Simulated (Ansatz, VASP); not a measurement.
One calculation of Al2Ni, two programs

File INCAR:

```
  ALGO = Fast
  EDIFF = 1E-6
  EDIFFG = -0.01
  ENCUT = 600
  GGA = PE
  IBRION = 2
  ISIF = 3
  ISMEAR = 0
  LASPH = T
  LCHARG = F
  LREAL = F
  LWAVE = F
  NELM = 80
  NSW = 100
  PREC = Accurate
  SIGMA = 0.1
```

KPOINTS

```
k-points
0
Gamma
  10 10 10
```

File POSCAR:

```
Al2Ni
1.0
    0.0000000000      3.5201126233      3.5201126233
    3.5201126233      0.0000000000      3.5201126233
    3.5201126233      3.5201126233      0.0000000000
Al Ni
4 2
Direct
    0.1250000000      0.1250000000      0.1250000000
    0.1250000000      0.1250000000      0.6250000000
    0.1250000000      0.6250000000      0.1250000000
    0.6250000000      0.1250000000      0.1250000000
    0.7500000000      0.7500000000      0.7500000000
    0.5000000000      0.5000000000      0.5000000000
```

Input for Ansatz:

```yaml
crystal:
  lattice:
    - [0.0, 3.5201126233, 3.5201126233]
    - [3.5201126233, 0.0, 3.5201126233]
    - [3.5201126233, 3.5201126233, 0.0]
  atoms:
    - { symbol: Al, position: [0.125, 0.125, 0.125] }
    - { symbol: Al, position: [0.125, 0.125, 0.625] }
    - { symbol: Al, position: [0.125, 0.625, 0.125] }
    - { symbol: Al, position: [0.625, 0.125, 0.125] }
    - { symbol: Ni, position: [0.75, 0.75, 0.75] }
    - { symbol: Ni, position: [0.5, 0.5, 0.5] }
basis:
  ecutwfc: 420
kpoints:
  mp_grid: { grid: [10, 10, 10] }
hamiltonian:
  xc: pbe
scf:
  occupations: { method: gaussian, width: 0.1 }
output:
  forces: true
  stress: true
  eigenvalues: true
  write_density: true
  write_potential: true
  elf: true
  volumetric_format: npy
relax:
  adjacent_minimum: "off"
  f_tol: 0.01
  max_steps: 80
  cell: { stress_tol: 0.05 }
```

Alike in both runs: task relaxation of cell and atoms; functional PBE; k mesh 10 × 10 × 10; occupations gaussian, width 0.1 eV; no spin polarisation.

|  | VASP | Ansatz |
| --- | --- | --- |
| version | VASP 6.6.1 | Ansatz 0.2.0 |
| potentials or method | VASP PAW PBE potentials, release 64 (Al, Ni), cutoff 600 eV | scalar-relativistic, plane waves, PAW |
| valence electrons in the cell | 32 | 48 |

Ansatz gave:

```
gap on the k mesh at the Fermi level, each at its own relaxed structure (eV) : none
relaxed volume (Å³/atom)                                                     : 14.59
relaxed cell length with the largest relative difference (Å)                 : 4.984
```

Q: Which values does VASP return?

A: gap on the k mesh at the Fermi level, each at its own relaxed structure (eV): none; relaxed volume (Å³/atom): 14.61; relaxed cell length with the largest relative difference (Å): 4.986.

A gap of «none» marks a metal or a gap that the smearing closes. VASP's potentials hold 32 valence electrons a cell and Ansatz's 48, so a difference there can come from the potentials and not from the codes.
